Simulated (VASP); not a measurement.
The system is In.

```
CELL_PARAMETERS angstrom
-1.62547 1.62547 2.47370
1.62547 -1.62547 2.47370
1.62547 1.62547 -2.47370
ATOMIC_POSITIONS crystal
In 0.00000 0.00000 0.00000
```

- Program: VASP 6.6.1
- Task: relaxation of cell and atoms
- Functional: PBE
- Potentials or basis: VASP PAW PBE potentials, release 64 (In_d)
- Cutoff: 600 eV
- k mesh: 11 × 11 × 11
- Occupations: fermi-dirac, width 0.05 eV
- Spin: no spin polarisation

At the start: pressure 2.0 GPa; volume 26.14 Å³/atom.

Problem. Where does the relaxation end?

Solution. Over 10 steps the energy falls by 9.2 meV/atom and the volume is 27.40 Å³/atom (+4.8 %); space group I4/mmm (No. 139, to 0.05 Å).

Step by step:
| step | energy change (eV) | largest force (eV/Å) | pressure (GPa) | volume (Å³) |
| --- | --- | --- | --- | --- |
| 1 | 0.0000 | 0.0000 | 2.02 | 26.14 |
| 2 | -0.0084 | 0.0000 | 0.07 | 27.41 |
| 3 | -0.0084 | 0.0000 | 0.07 | 27.46 |
| 4 | -0.0084 | 0.0000 | 0.05 | 27.46 |
| 5 | -0.0085 | 0.0000 | 0.04 | 27.45 |
| 6 | -0.0086 | 0.0000 | 0.01 | 27.44 |
| 7 | -0.0090 | 0.0000 | 0.00 | 27.42 |
| 8 | -0.0091 | 0.0000 | 0.06 | 27.37 |
| 9 | -0.0092 | 0.0000 | 0.04 | 27.39 |
| 10 | -0.0092 | 0.0000 | 0.02 | 27.40 |

Final structure:
```
CELL_PARAMETERS angstrom
-1.67126 1.67126 2.45253
1.67126 -1.67126 2.45253
1.67126 1.67126 -2.45253
ATOMIC_POSITIONS crystal
In 0.00000 0.00000 0.00000
```
